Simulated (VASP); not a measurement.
# BaO (Fm-3m) in VASP: a series of runs, part 2 of 2

VASP 6.6.1. The steps go on from the part before.

### Step 3. Relaxation of cell and atoms, PBEsol

This run uses another cell than the first one, of 20.80 Å³/atom, 1.005 times its volume.

File INCAR:

```
PREC = Accurate ; ENCUT = 600
EDIFF = 1E-6 ; ISMEAR = 0
SIGMA = 0.01 ; LREAL = False
LASPH = True ; NELM = 100
ALGO = Normal ; ISIF = 3
LWAVE = False ; LCHARG = False
GGA = PS ; IBRION = 2
NSW = 80 ; EDIFFG = -0.02
```

File KPOINTS:

```
regular mesh
0
Gamma
  7 7 7
```

File POSCAR:

```
BaO
1.0
    0.0000000000      2.7500000000      2.7500000000
    2.7500000000      0.0000000000      2.7500000000
    2.7500000000      2.7500000000      0.0000000000
Ba O
1 1
Direct
    0.0000000000      0.0000000000      0.0000000000
    0.5000000000      0.5000000000      0.5000000000
```

Potentials or basis: VASP PAW PBE potentials, release 64 (Ba_sv, O).

Run with:

```
$ cat potpaw_PBE.64/Ba_sv/POTCAR potpaw_PBE.64/O/POTCAR > POTCAR
$ mpirun -np 1 vasp_std > vasp.out
```

OUTCAR:

```text
PREC = Accurate
   ENCUT = 600
   EDIFF = 1E-6
   ISMEAR = 0
   LREAL = False
   LASPH = True
   NELM = 100
   ISIF = 3
   GGA = PS
   IBRION = 2
   NSW = 80
   EDIFFG = -0.02

 ion  position               nearest neighbor table
   1  0.000  0.000  0.000-   2 2.75   2 2.75   2 2.75   2 2.75   2 2.75   2 2.75
   2  0.500  0.500  0.500-   1 2.75   1 2.75   1 2.75   1 2.75   1 2.75   1 2.75

  LATTYP: Found a face centered cubic cell.
 ALAT       =     5.5000000000

  Lattice vectors:

 A1 = (   0.0000000000,   2.7500000000,   2.7500000000)
 A2 = (   2.7500000000,   0.0000000000,   2.7500000000)
 A3 = (   2.7500000000,   2.7500000000,   0.0000000000)

Analysis of symmetry for initial positions (statically):
=====================================================================
 Subroutine PRICEL returns:
 Original cell was already a primitive cell.

 Routine SETGRP: Setting up the symmetry group for a
 face centered cubic supercell.

 Subroutine GETGRP returns: Found 48 space group operations
 (whereof 48 operations were pure point group operations)
 out of a pool of 48 trial point group operations.

The static configuration has the point symmetry O_h .

Analysis of symmetry for dynamics (positions and initial velocities):
=====================================================================
 Subroutine PRICEL returns:
 Original cell was already a primitive cell.

 Routine SETGRP: Setting up the symmetry group for a
 face centered cubic supercell.

 Subroutine GETGRP returns: Found 48 space group operations
 (whereof 48 operations were pure point group operations)
 out of a pool of 48 trial point group operations.

The dynamic configuration has the point symmetry O_h .

 Subroutine INISYM returns: Found 48 space group operations
 (whereof 48 operations are pure point group operations),
 and found     1 'primitive' translations

----------------------------------------------------------------------------------------

                                     Primitive cell

  volume of cell :      41.5938

  direct lattice vectors                    reciprocal lattice vectors
     0.000000000  2.750000000  2.750000000    -0.181818182  0.181818182  0.181818182
     2.750000000  0.000000000  2.750000000     0.181818182 -0.181818182  0.181818182
     2.750000000  2.750000000  0.000000000     0.181818182  0.181818182 -0.181818182

  length of vectors
     3.889087297  3.889087297  3.889087297     0.314918329  0.314918329  0.314918329

  position of ions in fractional coordinates (direct lattice)
     0.000000000  0.000000000  0.000000000
     0.500000000  0.500000000  0.500000000

  ion indices of the primitive-cell ions
   primitive index   ion index
                 1           1
                 2           2

----------------------------------------------------------------------------------------

 KPOINTS: regular mesh

Automatic generation of k-mesh.
 Grid dimensions read from file:
 generate k-points for:    7    7    7

 Generating k-lattice:

  Cartesian coordinates                     Fractional coordinates (reciprocal lattice)
    -0.025974026  0.025974026  0.025974026     0.142857143  0.000000000  0.000000000
     0.025974026 -0.025974026  0.025974026     0.000000000  0.142857143  0.000000000
     0.025974026  0.025974026 -0.025974026     0.000000000  0.000000000  0.142857143

  Length of vectors
     0.044988333  0.044988333  0.044988333

  Shift w.r.t. Gamma in fractional coordinates (k-lattice)
     0.000000000  0.000000000  0.000000000

 Subroutine IBZKPT returns following result:
 ===========================================

 Found     20 irreducible k-points:

 Following reciprocal coordinates:
            Coordinates               Weight
  0.000000  0.000000  0.000000      1.000000
  0.142857  0.000000  0.000000      8.000000
  0.285714  0.000000  0.000000      8.000000
  0.428571  0.000000  0.000000      8.000000
  0.142857  0.142857  0.000000      6.000000
  0.285714  0.142857  0.000000     24.000000
[... 12 lines left out ...]
 -0.428571  0.428571  0.142857     24.000000
 -0.285714  0.428571  0.142857     24.000000
   k-points           NKPTS =     20   k-points in BZ     NKDIM =     20   number of bands    NBANDS=     12
   number of dos      NEDOS =    301   number of ions     NIONS =      2
   total plane-waves  NPLWV =  32768
   dimension x,y,z NGX =    32 NGY =   32 NGZ =   32
   dimension x,y,z NGXF=    64 NGYF=   64 NGZF=   64
   ions per type =               1   1
   NGX,Y,Z   is equivalent  to a cutoff of  13.68, 13.68, 13.68 a.u.
   NGXF,Y,Z  is equivalent  to a cutoff of  27.36, 27.36, 27.36 a.u.
 SYSTEM =  unknown system
   PREC   = accura    normal or accurate (medium, high low for compatibility)
   ISTART =      0    job   : 0-new  1-cont  2-samecut
   ICHARG =      2    charge: 1-file 2-atom 10-const
   ISPIN  =      1    spin polarized calculation?
   LNONCOLLINEAR =      F non collinear calculations
   LSORBIT =      F    spin-orbit coupling
   LASPH  =      T    aspherical Exc in radial PAW
   ENCUT  =  600.0 eV  44.10 Ry    6.64 a.u.   7.77  7.77  7.77*2*pi/ulx,y,z
   NELM   =    100;   NELMIN=  2; NELMDL= -5     # of ELM steps
   EDIFF  = 0.1E-05   stopping-criterion for ELM
   LREAL  =      F    real-space projection
   EDIFFG = -.2E-01   stopping-criterion for IOM
   NSW    =     80    number of steps for IOM
   IBRION =      2    ionic relax: 0-MD 1-quasi-New 2-CG
   NFREE  =      1    steps in history (QN), initial steepest desc. (CG)
   ISIF   =      3    stress and relaxation
   ISYM   =      2    0-nonsym 1-usesym 2-fastsym
   POTIM  = 0.5000    time-step for ionic-motion
   TEBEG  =    0.0;   TEEND  =   0.0 temperature during run
   PSTRESS=    0.0 pullay stress
   NELECT =      16.0000    total number of electrons
   NUPDOWN=      -1.0000    fix difference up-down
   EMIN   =  10.00;   EMAX   =-10.00  energy-range for DOS
   EFERMI =   0.00;   METHOD = LEGACY
   ISMEAR =     0;   SIGMA  =   0.01  broadening in eV -4-tet -1-fermi 0-gaus
   EFERMI_NEDOS =   21; number of points for ismear=-14 and -15
   IALGO  =     38    algorithm
   IMIX   =      4    mixing-type and parameters
     AMIX     =   0.40;   BMIX     =  1.00
     AMIX_MAG =   1.60;   BMIX_MAG =  1.00
  volume/ion in A,a.u.               =      20.80       140.34
  Fermi-wavevector in a.u.,A,eV,Ry     =   1.190617  2.249940 19.287200  1.417569
  Thomas-Fermi vector in A             =   2.326698
   LORBIT       =      0    0 simple, 1 ext, 2 COOP (PROOUT), +10 PAW based schemes
   GGA     = PS    functional components
   LHFCALC =     F    Hartree Fock is set to
   AEXX    =    0.0000 exact exchange contribution
   IVDW    =     0    specifies the selected vdW correction
   LEPSILON=     F    determine dielectric tensor
   LRPA    =     F    only Hartree local field effects (RPA)
 conjugate gradient relaxation of ions
 non-spin polarized calculation
 Gauss-broadening in eV      SIGMA  =   0.01
  energy-cutoff  :      600.00
  volume of cell :       41.59
 maximum number of plane-waves:      1411
   NGX = 15   NGY = 15   NGZ = 15

--------------------------------------- Ionic step        1  -------------------------------------------

 number of electron      15.9999997 magnetization

 Free energy of the ion-electron system (eV)
  ---------------------------------------------------
  ext. energy  EPLUGINS =         0.00000000
  ---------------------------------------------------
  free energy    TOTEN  =       -12.39738334 eV

  energy without entropy =      -12.39738334  energy(sigma->0) =      -12.39738334

------------------------ aborting loop because EDIFF is reached ----------------------------------------

  FORCE on cell =-STRESS in cart. coord.  units (eV):
  Direction    XX          YY          ZZ          XY          YZ          ZX
  --------------------------------------------------------------------------------------
  -------------------------------------------------------------------------------------
  Total        0.3607822      0.3607822      0.3607822      0.0000000     -0.0000000     -0.0000000
  in kB       13.8972097     13.8972097     13.8972097      0.0000000     -0.0000000     -0.0000000
  external PRESSURE =      13.8972097 kB  Pullay stress =       0.0000000 kB
[... 57 lines left out ...]
  energy  without entropy=      -12.3997783187  energy(sigma->0) =      -12.39977832

--------------------------------------- Ionic step        3  -------------------------------------------

 number of electron      15.9999999 magnetization

 Free energy of the ion-electron system (eV)
  ---------------------------------------------------
  ext. energy  EPLUGINS =         0.00000000
  ---------------------------------------------------
  free energy    TOTEN  =       -12.40050814 eV

  energy without entropy =      -12.40050814  energy(sigma->0) =      -12.40050814

 E-fermi :   1.7659     XC(G=0):  -9.8717

 val. band max:        1.6780637821   @ k =  -0.4286   0.4286   0.0000
 cond. band min:       3.6737494969   @ k =   0.4286   0.4286   0.0000
 fundamental gap:      1.9956857148
 Fermi energy:         1.7658989995

 k-point     1 :       0.0000    0.0000    0.0000
  band No.  band energies     occupation
      1     -24.1100      2.00000
      2     -13.2090      2.00000
      3      -8.5919      2.00000
      4      -8.5919      2.00000
      5      -8.5919      2.00000
      6       1.3681      2.00000
      7       1.3681      2.00000
      8       1.3681      2.00000
      9       5.1134      0.00000
     10       6.3630      0.00000
     11       6.3630      0.00000
     12       6.3630      0.00000
[... 312 lines left out ...]
  FREE ENERGIE OF THE ION-ELECTRON SYSTEM (eV)
  ---------------------------------------------------
  free  energy   TOTEN  =       -12.4005081421 eV

  energy  without entropy=      -12.4005081421  energy(sigma->0) =      -12.40050814

 reached required accuracy - stopping structural energy minimisation
```

OSZICAR:

```text
N       E                     dE             d eps       ncg     rms          rms(c)
DAV:   1     0.926640961994E+02    0.92664E+02   -0.87017E+03   480   0.138E+03
DAV:   2    -0.105988976704E+02   -0.10326E+03   -0.92684E+02   716   0.235E+02
DAV:   3    -0.147022689652E+02   -0.41034E+01   -0.40704E+01   608   0.516E+01
[... 27 lines left out ...]
DAV:   4    -0.124004726246E+02    0.31130E-03   -0.18611E-03   692   0.333E-01    0.321E-02
DAV:   5    -0.124004792722E+02   -0.66475E-05   -0.10778E-05   560   0.363E-02    0.257E-02
DAV:   6    -0.124005097162E+02   -0.30444E-04   -0.30140E-05   552   0.500E-02    0.102E-02
DAV:   7    -0.124005085805E+02    0.11357E-05   -0.31428E-06   500   0.154E-02    0.514E-03
DAV:   8    -0.124005081421E+02    0.43832E-06   -0.23140E-07   248   0.482E-03
   3 F= -.12400508E+02 E0= -.12400508E+02  d E =-.312481E-02
```

It took 12 s on 1 thread of Intel Xeon 6975P-C (Granite Rapids), shared host; peak memory 0.18 GiB.

Results:

```yaml
Free_energy: -12.4005 eV
Relaxed_volume: 21.16 Å³/atom
Relaxed_cell: a = 3.912 Å, b = 3.912 Å, c = 3.912 Å, α = 60.00°, β = 60.00°, γ = 60.00°
Space_group_after_relaxing_to_0.05_Å: Fm-3m (No. 225)
Energy_gained_by_relaxing: 1.6 meV/atom
Ionic_steps: 3
Pressure_after_relaxing: 0.0 GPa
Band_gap_on_the_k_mesh: 2.00 eV, indirect (least direct gap 2.14 eV)
```

The path:
| step | energy change (eV) | largest force (eV/Å) | pressure (GPa) | volume (Å³) |
| --- | --- | --- | --- | --- |
| 1 | 0.0000 | 0.0000 | 1.39 | 41.59 |
| 2 | -0.0024 | 0.0000 | -0.64 | 42.69 |
| 3 | -0.0031 | 0.0000 | 0.01 | 42.33 |

Final structure:
```yaml
crystal:
  lattice:
    - [0.00000, 2.76605, 2.76605]
    - [2.76605, 0.00000, 2.76605]
    - [2.76605, 2.76605, 0.00000]
  atoms:
    - { symbol: Ba, position: [0.00000, 0.00000, 0.00000] }
    - { symbol: O, position: [0.50000, 0.50000, 0.50000] }
```

Levels at points of the mesh, in eV from the valence-band top:
| k point | band 4 | band 5 | band 6 | band 7 | band 8 | band 9 | band 10 | band 11 | band 12 |
| --- | --- | --- | --- | --- | --- | --- | --- | --- | --- |
| (0.00, 0.00, 0.00) | -10.27 | -10.27 | -0.31 | -0.31 | -0.31 | 3.44 | 4.68 | 4.68 | 4.68 |

Caveat: the PAW data sets were made with another functional, which shifts forces and pressure a little; spin-orbit coupling is left out, which moves the levels of the heavy elements.
